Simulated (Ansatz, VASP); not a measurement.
**YV: VASP beside Ansatz**

```
V Y
1.0
     3.61426    0.00000    0.00000
     0.00000    3.61426    0.00000
     0.00000    0.00000    3.61426
V Y
1 1
Direct
  0.00000 0.00000 0.00000
  0.50000 0.50000 0.50000
```

Alike in both runs: functional PBE; k mesh 12 × 12 × 12; occupations gaussian, width 0.1 eV; collinear spin.

Ansatz relaxed the structure, and its values are those at the end. VASP's run is a single point on that final structure, the one shown.

```csv
,VASP,Ansatz
version,VASP 6.6.1,Ansatz 0.2.0
potentials or method,"VASP PAW PBE potentials, release 64 (V_sv, Y_sv), cutoff 520 eV","scalar-relativistic, plane waves, PAW"
valence electrons in the cell,24,24
```

VASP gave:

| Property | Result |
| --- | --- |
| gap on the k mesh at the Fermi level (eV) | none |
| pressure (GPa) | -0.1 |
| net moment per atom (μB) | 1.74 |
| size of the moment on the site where the two differ most (μB) | 2.44 |

**Question.** Which values does Ansatz return?

**Answer.** gap on the k mesh at the Fermi level (eV): none; pressure (GPa): 0.0; net moment per atom (μB): 1.74; size of the moment on the site where the two differ most (μB): 2.63.

Site moments also hang on the region over which each program counts them. A gap of «none» marks a metal or a gap that the smearing closes.
